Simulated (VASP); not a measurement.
Input of a VASP 6.6.1 run:

Contents of INCAR:

```
PREC     = Accurate       # precision mode
ENCUT    = 520            # plane-wave cutoff, eV
EDIFF    = 1E-6           # SCF threshold, eV
ISMEAR   = 0              # smearing method
SIGMA    = 0.01           # smearing width, eV
LREAL    = F              # projectors in reciprocal space
LASPH    = T              # aspherical terms in the spheres
NELM     = 80             # most SCF steps
ALGO     = Normal         # electronic algorithm
ISIF     = 2              # what is computed and relaxed
LWAVE    = F              # write WAVECAR
LCHARG   = F              # write CHGCAR
GGA      = PE             # functional
NBANDS   = 11             # bands
```

KPOINTS

```
Automatic mesh
0
Gamma
  6 6 6
```

File POSCAR:

```
NaH
1.0
    3.0130823222      0.0000000000      0.0000000000
    0.0000000000      3.0130823222      0.0000000000
    0.0000000000      0.0000000000      3.0130823222
Na H
1 1
Direct
    0.0000000000      0.0000000000      0.0000000000
    0.5000000000      0.5000000000      0.5000000000
```

Potentials or basis: VASP PAW PBE potentials, release 64 (Na_pv, H).

Launch:

```console
$ cat potpaw_PBE.64/Na_pv/POTCAR potpaw_PBE.64/H/POTCAR > POTCAR
$ mpirun -np 1 vasp_std > vasp.out
```

Predict the band gap on the k mesh.

1.03 eV, indirect (least direct gap 4.27 eV).

What does it give for the pressure?

-1.1 GPa.

A k mesh can miss the band edges. Expect the measured gap to be larger: semilocal functionals such as PBE lack the derivative discontinuity.
